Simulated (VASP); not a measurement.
Write the native input for VASP 6.6.1 that does the following.

```yaml
Task: single point
Functional: PBE
Potentials_or_basis: VASP PAW PBE potentials, release 64 (Sn_d, Te)
Cutoff: 520 eV
k_mesh: 7 × 7 × 7
Occupations: fermi-dirac, width 0.1 eV
Spin: no spin polarisation
Dipole_correction: no
Further_INCAR_settings: ALGO = Normal; EDIFF = 1e-06; NBANDS = 32
```

The structure of Sn3Te lies in POSCAR:

```
Sn3Te
1.0
   -2.3009040000      2.3009040000      5.5164940000
    2.3009040000     -2.3009040000      5.5164940000
    2.3009040000      2.3009040000     -5.5164940000
Sn Te
3 1
Direct
    0.7500000000      0.2500000000      0.5000000000
    0.2500000000      0.7500000000      0.5000000000
    0.5000000000      0.5000000000      0.0000000000
    0.0000000000      0.0000000000      0.0000000000
```

One way to write it, as run:

INCAR

```
SYSTEM = Sn3Te
ALGO = Normal
EDIFF = 1E-6
ENCUT = 520
GGA = PE
ISIF = 2
ISMEAR = -1
LASPH = .True.
LCHARG = .False.
LREAL = .False.
LWAVE = .False.
NBANDS = 32
NELM = 80
PREC = Accurate
SIGMA = 0.1
```

KPOINTS

```
k-points
0
Gamma
  7 7 7
  0 0 0
```

Potentials or basis: VASP PAW PBE potentials, release 64 (Sn_d, Te).

Run with:

```console
$ cat potpaw_PBE.64/Sn_d/POTCAR potpaw_PBE.64/Te/POTCAR > POTCAR
$ mpirun -np 1 vasp_std > vasp.out
```

Results of the run:

* Pressure: -0.3 GPa
* Band gap on the k mesh: zero (band 24 reaches 8.05 eV, above the bottom of band 25 at 7.14 eV)

Caveat: spin-orbit coupling is left out, which moves the levels of the heavy elements.

It took 120 s on 1 thread of Intel(R) Xeon(R) Platinum 8488C (Sapphire Rapids) (shared host), peak memory 0.38 GiB.
